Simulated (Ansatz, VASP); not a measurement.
**Two plane-wave programs on Lu2SiNF2**

File INCAR:

```
SYSTEM = Lu2SiNF2
PREC = Accurate
ENCUT = 600
EDIFF = 1E-7
ISMEAR = 0
SIGMA = 0.1
LREAL = .False.
LASPH = .True.
NELM = 60
ALGO = Normal
ISIF = 3
LWAVE = .False.
LCHARG = .False.
GGA = PE
IBRION = 2
NSW = 90
EDIFFG = -0.04
```

The input KPOINTS:

```
regular mesh
0
Gamma
  4 4 4
  0 0 0
```

Contents of POSCAR:

```
Lu2SiNF2
1.0
    3.9534587900      0.0000000000      0.0000000000
    0.0000000000      3.9534587900      0.0000000000
    0.0000000000      0.0000000000      6.5982402300
Lu Si N F
2 1 1 2
Direct
    0.5000000000      0.0000000000      0.3182089900
    0.0000000000      0.5000000000      0.6817910100
    0.0000000000      0.0000000000      0.0000000000
    0.5000000000      0.5000000000      0.0000000000
    0.5000000000      0.0000000000      0.8291289800
    0.0000000000      0.5000000000      0.1708710200
```

Input for Ansatz:

```yaml
crystal:
  lattice:
    - [3.95345879, 0.0, 0.0]
    - [0.0, 3.95345879, 0.0]
    - [0.0, 0.0, 6.59824023]
  atoms:
    - { symbol: Lu, position: [0.5, 0.0, 0.31820899] }
    - { symbol: Lu, position: [0.0, 0.5, 0.68179101] }
    - { symbol: Si, position: [0.0, 0.0, 0.0] }
    - { symbol: "N", position: [0.5, 0.5, 0.0] }
    - { symbol: F, position: [0.5, 0.0, 0.82912898] }
    - { symbol: F, position: [0.0, 0.5, 0.17087102] }
basis:
  ecutwfc: 420
kpoints:
  mp_grid: { grid: [4, 4, 4] }
hamiltonian:
  xc: pbe
scf:
  occupations: { method: gaussian, width: 0.1 }
  lower_state_search: "off"
output:
  forces: true
  stress: true
  eigenvalues: true
relax:
  adjacent_minimum: "off"
  f_tol: 0.04
  max_steps: 70
  cell: { stress_tol: 0.4 }
```

Change from the starting cell: species swapped into the Nd2FeSi2Ru type (P-4m2, No. 115).

Alike in both runs: task relaxation of cell and atoms; functional PBE; k mesh 4 × 4 × 4; occupations gaussian, width 0.1 eV; no spin polarisation.

|  | VASP | Ansatz |
| --- | --- | --- |
| version | VASP 6.6.1 | Ansatz 0.2.0 |
| potentials or method | VASP PAW PBE potentials, release 64 (Lu, Si, N, F), cutoff 600 eV | scalar-relativistic, plane waves, PAW |
| valence electrons in the cell | 73 | 73 |

|  | VASP | Ansatz | Ansatz less VASP |
| --- | --- | --- | --- |
| gap on the k mesh at the Fermi level, each at its own relaxed structure (eV) | none | none | - |
| relaxed volume (Å³/atom) | 13.67 | 13.63 | -0.041 |
| relaxed cell length with the largest relative difference (Å) | 3.261 | 3.256 | -0.0044 |

A gap of «none» marks a metal or a gap that the smearing closes.

The k mesh is coarse, so the values compare programs but aren't converged. Spin-orbit coupling is off throughout. Noted on VASP's run: the volume moved by over 15 % at a fixed basis, so the end points are rough.
